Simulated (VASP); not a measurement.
# C (Fd-3m) in VASP: notebook, part 2 of 2

VASP 6.6.1. The steps go on from the part before.

### 5 Single point, PBEsol (volume scaled by 1.040)

INCAR reads:

```
SYSTEM = C
  PREC = Accurate
  ENCUT = 520
  EDIFF = 1E-6
  ISMEAR = 0
  SIGMA = 0.05
  LREAL = .False.
  LASPH = .True.
  NELM = 80
  ALGO = Normal
  ISIF = 2
  LWAVE = .False.
  LCHARG = .False.
  GGA = PS
  NBANDS = 11
```

KPOINTS reads:

```
regular mesh
0
Gamma
  22 22 22
  0 0 0
```

POSCAR reads:

```
C
1.0
    0.0000000000      1.8002256987      1.8002256987
    1.8002256987      0.0000000000      1.8002256987
    1.8002256987      1.8002256987      0.0000000000
C
2
Direct
    0.0000000000      0.0000000000      0.0000000000
    0.2500000000      0.2500000000      0.2500000000
```

Potentials or basis: VASP PAW PBE potentials, release 64 (C).

The run is started by

```console
$ cat potpaw_PBE.64/C/POTCAR > POTCAR
$ mpirun -np 1 vasp_std > vasp.out
```

OUTCAR:

```text
SYSTEM = C
   PREC = Accurate
   ENCUT = 520
   EDIFF = 1E-6
   ISMEAR = 0
   LREAL = .False.
   LASPH = .True.
   NELM = 80
   ISIF = 2
   GGA = PS

 ion  position               nearest neighbor table
   1  0.000  0.000  0.000-   2 1.56   2 1.56   2 1.56   2 1.56
   2  0.250  0.250  0.250-   1 1.56   1 1.56   1 1.56   1 1.56

  LATTYP: Found a face centered cubic cell.
 ALAT       =     3.6004513974

  Lattice vectors:

 A1 = (   0.0000000000,   1.8002256987,   1.8002256987)
 A2 = (   1.8002256987,   0.0000000000,   1.8002256987)
 A3 = (   1.8002256987,   1.8002256987,   0.0000000000)

Analysis of symmetry for initial positions (statically):
=====================================================================
 Subroutine PRICEL returns:
 Original cell was already a primitive cell.

 Routine SETGRP: Setting up the symmetry group for a
 face centered cubic supercell.

 Subroutine GETGRP returns: Found 48 space group operations
 (whereof 24 operations were pure point group operations)
 out of a pool of 48 trial point group operations.

The static configuration has the point symmetry T_d .
 The point group associated with its full space group is O_h .

Analysis of symmetry for dynamics (positions and initial velocities):
=====================================================================
 Subroutine PRICEL returns:
 Original cell was already a primitive cell.

 Routine SETGRP: Setting up the symmetry group for a
 face centered cubic supercell.

 Subroutine GETGRP returns: Found 48 space group operations
 (whereof 24 operations were pure point group operations)
 out of a pool of 48 trial point group operations.

The dynamic configuration has the point symmetry T_d .
 The point group associated with its full space group is O_h .

 Subroutine INISYM returns: Found 48 space group operations
 (whereof 24 operations are pure point group operations),
 and found     1 'primitive' translations

----------------------------------------------------------------------------------------

                                     Primitive cell

  volume of cell :      11.6684

  direct lattice vectors                    reciprocal lattice vectors
     0.000000000  1.800225699  1.800225699    -0.277742952  0.277742952  0.277742952
     1.800225699  0.000000000  1.800225699     0.277742952 -0.277742952  0.277742952
     1.800225699  1.800225699  0.000000000     0.277742952  0.277742952 -0.277742952

  length of vectors
     2.545903598  2.545903598  2.545903598     0.481064904  0.481064904  0.481064904

  position of ions in fractional coordinates (direct lattice)
     0.000000000  0.000000000  0.000000000
     0.250000000  0.250000000  0.250000000

  ion indices of the primitive-cell ions
   primitive index   ion index
                 1           1
                 2           2

----------------------------------------------------------------------------------------

 KPOINTS: regular mesh

Automatic generation of k-mesh.
 Grid dimensions read from file:
 generate k-points for:   22   22   22

 Generating k-lattice:

  Cartesian coordinates                     Fractional coordinates (reciprocal lattice)
    -0.012624680  0.012624680  0.012624680     0.045454545  0.000000000  0.000000000
     0.012624680 -0.012624680  0.012624680     0.000000000  0.045454545  0.000000000
     0.012624680  0.012624680 -0.012624680     0.000000000  0.000000000  0.045454545

  Length of vectors
     0.021866587  0.021866587  0.021866587

  Shift w.r.t. Gamma in fractional coordinates (k-lattice)
     0.000000000  0.000000000  0.000000000

 Subroutine IBZKPT returns following result:
 ===========================================

 Found    328 irreducible k-points:

 Following reciprocal coordinates:
            Coordinates               Weight
  0.000000  0.000000  0.000000      1.000000
  0.045455  0.000000  0.000000      8.000000
  0.090909  0.000000  0.000000      8.000000
  0.136364  0.000000  0.000000      8.000000
  0.181818  0.000000  0.000000      8.000000
  0.227273  0.000000  0.000000      8.000000
[... 16 lines left out ...]
  0.500000  0.045455  0.000000     24.000000
 -0.454545  0.045455  0.000000     24.000000
 [... further k-points ...]
   k-points           NKPTS =    328   k-points in BZ     NKDIM =    328   number of bands    NBANDS=     11
   number of dos      NEDOS =    301   number of ions     NIONS =      2
   total plane-waves  NPLWV =   8000
   dimension x,y,z NGX =    20 NGY =   20 NGZ =   20
   dimension x,y,z NGXF=    40 NGYF=   40 NGZF=   40
   ions per type =               2
   NGX,Y,Z   is equivalent  to a cutoff of  13.06, 13.06, 13.06 a.u.
   NGXF,Y,Z  is equivalent  to a cutoff of  26.12, 26.12, 26.12 a.u.
 SYSTEM =  C
   PREC   = accura    normal or accurate (medium, high low for compatibility)
   ISTART =      0    job   : 0-new  1-cont  2-samecut
   ICHARG =      2    charge: 1-file 2-atom 10-const
   ISPIN  =      1    spin polarized calculation?
   LNONCOLLINEAR =      F non collinear calculations
   LSORBIT =      F    spin-orbit coupling
   LASPH  =      T    aspherical Exc in radial PAW
   ENCUT  =  520.0 eV  38.22 Ry    6.18 a.u.   4.73  4.73  4.73*2*pi/ulx,y,z
   NELM   =     80;   NELMIN=  2; NELMDL= -5     # of ELM steps
   EDIFF  = 0.1E-05   stopping-criterion for ELM
   LREAL  =      F    real-space projection
   EDIFFG = 0.1E-04   stopping-criterion for IOM
   NSW    =      0    number of steps for IOM
   IBRION =     -1    ionic relax: 0-MD 1-quasi-New 2-CG
   NFREE  =      0    steps in history (QN), initial steepest desc. (CG)
   ISIF   =      2    stress and relaxation
   ISYM   =      2    0-nonsym 1-usesym 2-fastsym
   POTIM  = 0.5000    time-step for ionic-motion
   TEBEG  =    0.0;   TEEND  =   0.0 temperature during run
   PSTRESS=    0.0 pullay stress
   NELECT =       8.0000    total number of electrons
   NUPDOWN=      -1.0000    fix difference up-down
   EMIN   =  10.00;   EMAX   =-10.00  energy-range for DOS
   EFERMI =   0.00;   METHOD = LEGACY
   ISMEAR =     0;   SIGMA  =   0.05  broadening in eV -4-tet -1-fermi 0-gaus
   EFERMI_NEDOS =   21; number of points for ismear=-14 and -15
   IALGO  =     38    algorithm
   IMIX   =      4    mixing-type and parameters
     AMIX     =   0.40;   BMIX     =  1.00
     AMIX_MAG =   1.60;   BMIX_MAG =  1.00
  volume/ion in A,a.u.               =       5.83        39.37
  Fermi-wavevector in a.u.,A,eV,Ry     =   1.443559  2.727931 28.352672  2.083863
  Thomas-Fermi vector in A             =   2.561953
   LORBIT       =      0    0 simple, 1 ext, 2 COOP (PROOUT), +10 PAW based schemes
   GGA     = PS    functional components
   LHFCALC =     F    Hartree Fock is set to
   AEXX    =    0.0000 exact exchange contribution
   IVDW    =     0    specifies the selected vdW correction
   LEPSILON=     F    determine dielectric tensor
   LRPA    =     F    only Hartree local field effects (RPA)
 non-spin polarized calculation
 Gauss-broadening in eV      SIGMA  =   0.05
  energy-cutoff  :      520.00
  volume of cell :       11.67
 maximum number of plane-waves:       332
   NGX =  9   NGY =  9   NGZ =  9

 number of electron       8.0000000 magnetization

 Free energy of the ion-electron system (eV)
  ---------------------------------------------------
  ext. energy  EPLUGINS =         0.00000000
  ---------------------------------------------------
  free energy    TOTEN  =       -19.22955475 eV

  energy without entropy =      -19.22955475  energy(sigma->0) =      -19.22955475

 E-fermi :   9.5623     XC(G=0): -13.2941

 val. band max:        9.3055507245   @ k =   0.0000   0.0000   0.0000
 cond. band min:      13.2461972373   @ k =   0.3636   0.3636   0.0000
 fundamental gap:      3.9406465128
 Fermi energy:         9.5623256067

 k-point     1 :       0.0000    0.0000    0.0000
  band No.  band energies     occupation
      1     -11.8407      2.00000
      2       9.3055      2.00000
      3       9.3055      2.00000
      4       9.3056      2.00000
      5      14.7674      0.00000
      6      14.7674      0.00000
      7      14.7674      0.00000
      8      22.0375      0.00000
      9      27.9034      0.00000
     10      35.4623      0.00000
     11      35.4623      0.00000
[... 309 lines left out ...]
 k-point    24 :      -0.4545    0.0455    0.0000
  band No.  band energies     occupation
      1      -6.3506      2.00000
      2      -3.5378      2.00000
      3       6.2997      2.00000
      4       6.5492      2.00000
      5      17.5393      0.00000
      6      17.6747      0.00000
      7      17.9538      0.00000
      8      24.5323      0.00000
      9      30.2803      0.00000
     10      32.8646      0.00000
     11      34.1125      0.00000

 [... further k-points ...]
[... 5 lines left out ...]
  --------------------------------------------------------------------------------------
  -------------------------------------------------------------------------------------
  Total       -1.1261736     -1.1261736     -1.1261736     -0.0000000      0.0000000      0.0000000
  in kB     -154.6340298   -154.6340298   -154.6340298     -0.0000000      0.0000000      0.0000000
  external PRESSURE =    -154.6340298 kB  Pullay stress =       0.0000000 kB

 VOLUME and BASIS-vectors are now :
 -----------------------------------------------------------------------------
  energy-cutoff  :      520.00
  volume of cell :       11.67
      direct lattice vectors                 reciprocal lattice vectors
     0.000000000  1.800225699  1.800225699    -0.277742952  0.277742952  0.277742952
     1.800225699  0.000000000  1.800225699     0.277742952 -0.277742952  0.277742952
     1.800225699  1.800225699  0.000000000     0.277742952  0.277742952 -0.277742952

 POSITION                                       TOTAL-FORCE (eV/Angst)
 -----------------------------------------------------------------------------------
      0.00000      0.00000      0.00000         0.000000      0.000000      0.000000
      0.90011      0.90011      0.90011        -0.000000     -0.000000     -0.000000
 -----------------------------------------------------------------------------------
    total drift:                                0.000000      0.000000      0.000000

  FREE ENERGIE OF THE ION-ELECTRON SYSTEM (eV)
  ---------------------------------------------------
  free  energy   TOTEN  =       -19.2295547549 eV

  energy  without entropy=      -19.2295547549  energy(sigma->0) =      -19.22955475
```

It took 44 s on 1 thread of Intel Xeon 8259CL, shared host; peak memory 0.14 GiB.

Results:

```yaml
Free_energy: -19.2296 eV
Pressure: -15.5 GPa
Band_gap_on_the_k_mesh: 3.94 eV, indirect (least direct gap 5.46 eV)
```

Levels at points of the mesh, in eV from the valence-band top:
```
           k point  band 2  band 3  band 4  band 5  band 6  band 7
(0.00, 0.00, 0.00)    0.00    0.00    0.00    5.46    5.46    5.46
(0.50, 0.00, 0.00)  -13.16   -2.74   -2.74    8.27    8.27    8.46
(0.50, 0.50, 0.00)  -12.58   -6.17   -6.17    4.54    4.54   16.37
```

Caveat: the PAW data sets were made with another functional, which shifts forces and pressure a little. A k mesh can miss the band edges.

### 6 The runs side by side

```tsv
cell	gap on the mesh (eV)	pressure (GPa)
a = 2.479 Å, angles 60.0°, 2 atoms	4.12	21.2
a = 2.513 Å, angles 60.0°, 2 atoms	4.03	1.2
a = 2.522 Å, angles 60.0°, 2 atoms	4.00	-3.8
a = 2.546 Å, angles 60.0°, 2 atoms	3.94	-15.5
```

Alike in all rows: task single point; level PBEsol; potentials or basis VASP PAW PBE potentials, release 64 (C); no spin polarisation; k mesh 22 × 22 × 22; cutoff (eV) 520; smearing gaussian 0.05 eV.

Caveats: the PAW data sets were made with another functional, which shifts forces and pressure a little.

Absolute energies hang on the potentials; compare differences alone.
